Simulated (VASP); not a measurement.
# K2Nb2O (P-3m1) in VASP: notebook

Runs on K2Nb2O. Level: PBE. Tasks: single point, relaxation of cell and atoms.

Everything below comes from runs of VASP 6.6.1. Logs are shortened: lines on timing, memory, paths and dates and some standing lists are left out, and cuts for length are marked.

## 1. The cell of the first run

The structure is trigonal, space group P-3m1 (No. 164). The conventional cell has a = 4.294 Å, b = 4.294 Å, c = 7.713 Å, α = 90.00°, β = 90.00°, γ = 120.00°. Within 3.1 Å of K (site symmetry 3m) lie 1 O at 2.32 Å and 3 Nb at 2.86 Å and 1 K at 3.08 Å. Within 3.5 Å of Nb (site symmetry 3m) lie 3 O at 2.63 Å and 3 K at 2.86 Å and 3 Nb at 3.04 Å. O (site symmetry -3m) has 2 K at 2.32 Å and 6 Nb at 2.63 Å within 3.1 Å.

## 2. Single point, PBE

Input file INCAR:

```
PREC     = Accurate       # precision mode
ENCUT    = 520            # plane-wave cutoff, eV
EDIFF    = 1E-7           # SCF threshold, eV
ISMEAR   = 0              # smearing method
SIGMA    = 0.1            # smearing width, eV
LREAL    = F              # projectors in reciprocal space
LASPH    = T              # aspherical terms in the spheres
NELM     = 80             # most SCF steps
ALGO     = Normal         # electronic algorithm
ISIF     = 2              # what is computed and relaxed
LWAVE    = F              # write WAVECAR
LCHARG   = F              # write CHGCAR
GGA      = PE             # functional
NBANDS   = 33             # bands
```

Input file KPOINTS:

```
Automatic mesh
0
Gamma
  6 6 2
```

Input file POSCAR:

```
K2Nb2O
1.0
    4.2938471800      0.0000000000      0.0000000000
   -2.1469235900      3.7185807400      0.0000000000
    0.0000000000      0.0000000000      7.7133302300
K Nb O
2 2 1
Direct
    0.0000000000      0.0000000000      0.3003476500
    0.0000000000      0.0000000000      0.6996523500
    0.3333333300      0.6666666700      0.8858339700
    0.6666666700      0.3333333300      0.1141660300
    0.0000000000      0.0000000000      0.0000000000
```

Potentials or basis: VASP PAW PBE potentials, release 64 (K_sv, Nb_sv, O).

Run with:

```bash
> cat potpaw_PBE.64/K_sv/POTCAR potpaw_PBE.64/Nb_sv/POTCAR potpaw_PBE.64/O/POTCAR > POTCAR
> mpirun -np 1 vasp_std > vasp.out
```

OUTCAR:

```text
PREC = Accurate
   ENCUT = 520
   EDIFF = 1E-7
   ISMEAR = 0
   LREAL = F
   LASPH = T
   NELM = 80
   ISIF = 2
   GGA = PE

 ion  position               nearest neighbor table
   1  0.000  0.000  0.300-   5 2.32   4 2.86   4 2.86   4 2.86   2 3.08
   2  0.000  0.000  0.700-   5 2.32   3 2.86   3 2.86   3 2.86   1 3.08
   3  0.333  0.667  0.886-   2 2.86   2 2.86   2 2.86   4 3.04   4 3.04   4 3.04
   4  0.667  0.333  0.114-   1 2.86   1 2.86   1 2.86   3 3.04   3 3.04   3 3.04
   5  0.000  0.000  0.000-   1 2.32   2 2.32

  LATTYP: Found a hexagonal cell.
 ALAT       =     4.2938471800
 C/A-ratio  =     1.7963681302

  Lattice vectors:

 A1 = (   4.2938471800,   0.0000000000,   0.0000000000)
 A2 = (  -2.1469235900,   3.7185807400,   0.0000000000)
 A3 = (   0.0000000000,   0.0000000000,   7.7133302300)

Analysis of symmetry for initial positions (statically):
=====================================================================
 Subroutine PRICEL returns:
 Original cell was already a primitive cell.

 Routine SETGRP: Setting up the symmetry group for a
 hexagonal supercell.

 Subroutine GETGRP returns: Found 12 space group operations
 (whereof 12 operations were pure point group operations)
 out of a pool of 24 trial point group operations.

The static configuration has the point symmetry D_3d.

Analysis of symmetry for dynamics (positions and initial velocities):
=====================================================================
 Subroutine PRICEL returns:
 Original cell was already a primitive cell.

 Routine SETGRP: Setting up the symmetry group for a
 hexagonal supercell.

 Subroutine GETGRP returns: Found 12 space group operations
 (whereof 12 operations were pure point group operations)
 out of a pool of 24 trial point group operations.

The dynamic configuration has the point symmetry D_3d.

 Subroutine INISYM returns: Found 12 space group operations
 (whereof 12 operations are pure point group operations),
 and found     1 'primitive' translations

----------------------------------------------------------------------------------------

                                     Primitive cell

  volume of cell :     123.1589

  direct lattice vectors                    reciprocal lattice vectors
     4.293847180  0.000000000  0.000000000     0.232891381  0.134459901  0.000000000
    -2.146923590  3.718580740  0.000000000     0.000000000  0.268919803  0.000000000
     0.000000000  0.000000000  7.713330230     0.000000000  0.000000000  0.129645687

  length of vectors
     4.293847180  4.293847182  7.713330230     0.268919803  0.268919803  0.129645687

  position of ions in fractional coordinates (direct lattice)
     0.000000000  0.000000000  0.300347650
     0.000000000  0.000000000  0.699652350
     0.333333330  0.666666670  0.885833970
     0.666666670  0.333333330  0.114166030
     0.000000000  0.000000000  0.000000000

  ion indices of the primitive-cell ions
   primitive index   ion index
                 1           1
                 2           2
                 3           3
                 4           4
                 5           5

----------------------------------------------------------------------------------------

 KPOINTS: Automatic mesh

Automatic generation of k-mesh.
 Grid dimensions read from file:
 generate k-points for:    6    6    2

 Generating k-lattice:

  Cartesian coordinates                     Fractional coordinates (reciprocal lattice)
     0.038815230  0.022409984  0.000000000     0.166666667  0.000000000  0.000000000
     0.000000000  0.044819967  0.000000000     0.000000000  0.166666667  0.000000000
     0.000000000  0.000000000  0.064822844     0.000000000  0.000000000  0.500000000

  Length of vectors
     0.044819967  0.044819967  0.064822844

  Shift w.r.t. Gamma in fractional coordinates (k-lattice)
     0.000000000  0.000000000  0.000000000

 Subroutine IBZKPT returns following result:
 ===========================================

 Found     14 irreducible k-points:

 Following reciprocal coordinates:
            Coordinates               Weight
  0.000000  0.000000  0.000000      1.000000
  0.166667 -0.000000  0.000000      6.000000
  0.333333  0.000000  0.000000      6.000000
  0.500000 -0.000000  0.000000      3.000000
  0.166667  0.166667  0.000000      6.000000
  0.333333  0.166667  0.000000     12.000000
  0.333333  0.333333  0.000000      2.000000
  0.000000  0.000000  0.500000      1.000000
  0.166667 -0.000000  0.500000      6.000000
  0.333333  0.000000  0.500000      6.000000
  0.500000 -0.000000  0.500000      3.000000
  0.166667  0.166667  0.500000      6.000000
  0.333333  0.166667  0.500000     12.000000
  0.333333  0.333333  0.500000      2.000000
   k-points           NKPTS =     14   k-points in BZ     NKDIM =     14   number of bands    NBANDS=     33
   number of dos      NEDOS =    301   number of ions     NIONS =      5
   total plane-waves  NPLWV =  61440
   dimension x,y,z NGX =    32 NGY =   32 NGZ =   60
   dimension x,y,z NGXF=    64 NGYF=   64 NGZF=  120
   ions per type =               2   2   1
   NGX,Y,Z   is equivalent  to a cutoff of  12.39, 12.39, 12.93 a.u.
   NGXF,Y,Z  is equivalent  to a cutoff of  24.78, 24.78, 25.86 a.u.
 SYSTEM =  unknown system
   PREC   = accura    normal or accurate (medium, high low for compatibility)
   ISTART =      0    job   : 0-new  1-cont  2-samecut
   ICHARG =      2    charge: 1-file 2-atom 10-const
   ISPIN  =      1    spin polarized calculation?
   LNONCOLLINEAR =      F non collinear calculations
   LSORBIT =      F    spin-orbit coupling
   LASPH  =      T    aspherical Exc in radial PAW
   ENCUT  =  520.0 eV  38.22 Ry    6.18 a.u.   7.98  7.98 14.34*2*pi/ulx,y,z
   NELM   =     80;   NELMIN=  2; NELMDL= -5     # of ELM steps
   EDIFF  = 0.1E-06   stopping-criterion for ELM
   LREAL  =      F    real-space projection
   EDIFFG = 0.1E-05   stopping-criterion for IOM
   NSW    =      0    number of steps for IOM
   IBRION =     -1    ionic relax: 0-MD 1-quasi-New 2-CG
   NFREE  =      0    steps in history (QN), initial steepest desc. (CG)
   ISIF   =      2    stress and relaxation
   ISYM   =      2    0-nonsym 1-usesym 2-fastsym
   POTIM  = 0.5000    time-step for ionic-motion
   TEBEG  =    0.0;   TEEND  =   0.0 temperature during run
   PSTRESS=    0.0 pullay stress
   NELECT =      50.0000    total number of electrons
   NUPDOWN=      -1.0000    fix difference up-down
   EMIN   =  10.00;   EMAX   =-10.00  energy-range for DOS
   EFERMI =   0.00;   METHOD = LEGACY
   ISMEAR =     0;   SIGMA  =   0.10  broadening in eV -4-tet -1-fermi 0-gaus
   EFERMI_NEDOS =   21; number of points for ismear=-14 and -15
   IALGO  =     38    algorithm
   IMIX   =      4    mixing-type and parameters
     AMIX     =   0.40;   BMIX     =  1.00
     AMIX_MAG =   1.60;   BMIX_MAG =  1.00
  volume/ion in A,a.u.               =      24.63       166.22
  Fermi-wavevector in a.u.,A,eV,Ry     =   1.212206  2.290736 19.992975  1.469442
  Thomas-Fermi vector in A             =   2.347697
   LORBIT       =      0    0 simple, 1 ext, 2 COOP (PROOUT), +10 PAW based schemes
   GGA     = PE    functional components
   LHFCALC =     F    Hartree Fock is set to
   AEXX    =    0.0000 exact exchange contribution
   IVDW    =     0    specifies the selected vdW correction
   LEPSILON=     F    determine dielectric tensor
   LRPA    =     F    only Hartree local field effects (RPA)
 non-spin polarized calculation
 Gauss-broadening in eV      SIGMA  =   0.10
  energy-cutoff  :      520.00
  volume of cell :      123.16
 maximum number of plane-waves:      3360
 NGX is ok and might be reduce to    32
   NGX = 15   NGY = 15   NGZ = 29

 number of electron      50.0000003 magnetization

 Free energy of the ion-electron system (eV)
  ---------------------------------------------------
  ext. energy  EPLUGINS =         0.00000000
  ---------------------------------------------------
  free energy    TOTEN  =       -21.92624820 eV

  energy without entropy =      -21.89841357  energy(sigma->0) =      -21.91233088

 E-fermi :   4.3146     XC(G=0):  -9.2180

 val. band max:        4.2850964268   @ k =   0.5000  -0.0000   0.0000
 cond. band min:       4.3444844319   @ k =   0.3333   0.1667   0.0000
 fundamental gap:      0.0593880051
 Fermi energy:         4.3145664688

 k-point     1 :       0.0000    0.0000    0.0000
  band No.  band energies     occupation
      1     -51.1031      2.00000
      2     -51.0314      2.00000
      3     -27.2784      2.00000
      4     -27.2784      2.00000
      5     -27.2272      2.00000
      6     -27.0926      2.00000
[... 25 lines left out ...]
     32       6.0819      0.00000
     33       6.3529      0.00000

 k-point     2 :       0.1667   -0.0000    0.0000
  band No.  band energies     occupation
      1     -51.0987      2.00000
      2     -51.0354      2.00000
      3     -27.3317      2.00000
      4     -27.2881      2.00000
      5     -27.2008      2.00000
      6     -27.1595      2.00000
[... 25 lines left out ...]
     32       5.9697      0.00000
     33       6.6467      0.00000

 k-point     3 :       0.3333    0.0000    0.0000
  band No.  band energies     occupation
      1     -51.0873      2.00000
      2     -51.0459      2.00000
      3     -27.3915      2.00000
      4     -27.3057      2.00000
      5     -27.2804      2.00000
      6     -27.1096      2.00000
[... 25 lines left out ...]
     32       5.9764      0.00000
     33       6.9214      0.00000

 k-point     4 :       0.5000   -0.0000    0.0000
  band No.  band energies     occupation
      1     -51.0783      2.00000
      2     -51.0544      2.00000
      3     -27.4088      2.00000
      4     -27.3323      2.00000
      5     -27.3139      2.00000
      6     -27.0691      2.00000
[... 25 lines left out ...]
     32       6.5500      0.00000
     33       7.2914      0.00000

 k-point     5 :       0.1667    0.1667    0.0000
  band No.  band energies     occupation
      1     -51.0906      2.00000
      2     -51.0428      2.00000
      3     -27.3536      2.00000
      4     -27.3535      2.00000
      5     -27.2185      2.00000
      6     -27.1140      2.00000
[... 244 lines left out ...]
 k-point    12 :       0.1667    0.1667    0.5000
  band No.  band energies     occupation
      1     -51.0906      2.00000
      2     -51.0428      2.00000
      3     -27.3626      2.00000
      4     -27.3469      2.00000
      5     -27.2184      2.00000
      6     -27.1157      2.00000
[... 25 lines left out ...]
     32       5.9601      0.00000
     33       7.6831      0.00000

 k-point    13 :       0.3333    0.1667    0.5000
  band No.  band energies     occupation
      1     -51.0783      2.00000
      2     -51.0544      2.00000
      3     -27.4149      2.00000
      4     -27.3386      2.00000
      5     -27.2750      2.00000
      6     -27.1353      2.00000
[... 25 lines left out ...]
     32       6.5042      0.00000
     33       7.2001      0.00000

 k-point    14 :       0.3333    0.3333    0.5000
  band No.  band energies     occupation
      1     -51.0662      2.00000
      2     -51.0662      2.00000
      3     -27.4459      2.00000
      4     -27.2770      2.00000
      5     -27.2770      2.00000
      6     -27.2219      2.00000
[... 25 lines left out ...]
     32       6.5525      0.00000
     33       7.6159      0.00000

------------------------ aborting loop because EDIFF is reached ----------------------------------------

  FORCE on cell =-STRESS in cart. coord.  units (eV):
  Direction    XX          YY          ZZ          XY          YZ          ZX
  --------------------------------------------------------------------------------------
  -------------------------------------------------------------------------------------
  Total       -2.8718149     -2.8718149      3.5995546      0.0000000      0.0000000      0.0000000
  in kB      -37.3595212    -37.3595213     46.8267080      0.0000000      0.0000000      0.0000000
  external PRESSURE =      -9.2974448 kB  Pullay stress =       0.0000000 kB

 VOLUME and BASIS-vectors are now :
 -----------------------------------------------------------------------------
  energy-cutoff  :      520.00
  volume of cell :      123.16
      direct lattice vectors                 reciprocal lattice vectors
     4.293847180  0.000000000  0.000000000     0.232891381  0.134459901  0.000000000
    -2.146923590  3.718580740  0.000000000     0.000000000  0.268919803  0.000000000
     0.000000000  0.000000000  7.713330230     0.000000000  0.000000000  0.129645687

 POSITION                                       TOTAL-FORCE (eV/Angst)
 -----------------------------------------------------------------------------------
      0.00000      0.00000      2.31668         0.000000     -0.000000      2.286659
      0.00000      0.00000      5.39665         0.000000      0.000000     -2.286659
     -0.00000      2.47905      6.83273         0.000000      0.000000      5.473682
      2.14692      1.23953      0.88060        -0.000000     -0.000000     -5.473682
      0.00000      0.00000      0.00000         0.000000      0.000000     -0.000000
 -----------------------------------------------------------------------------------
    total drift:                               -0.000000      0.000000      0.000000

  FREE ENERGIE OF THE ION-ELECTRON SYSTEM (eV)
  ---------------------------------------------------
  free  energy   TOTEN  =       -21.9262481964 eV

  energy  without entropy=      -21.8984135651  energy(sigma->0) =      -21.91233088
```

Wall time 62 s (1 thread of Intel Xeon Platinum 8488C (Sapphire Rapids), shared host); peak memory 0.26 GiB.

What came out:

```
Free energy            : -21.9262 eV
Pressure               : -0.9 GPa
Largest force          : 5.474 eV/Å
Band gap on the k mesh : zero (band 25 reaches 4.51 eV, above the bottom of band 26 at 4.00 eV)
```

Forces in eV/Å, atoms in the order of the input:
```
K    0.000  0.000  2.287
K    0.000  0.000 -2.287
Nb   0.000  0.000  5.474
Nb   0.000  0.000 -5.474
O    0.000  0.000  0.000
```

Caveat: the k points lie up to 0.41 Å⁻¹ apart; forces of over 1 eV/Å act on the atoms, so gaps and moduli don't describe the material at rest.

(Continued in part 2 of 3.)
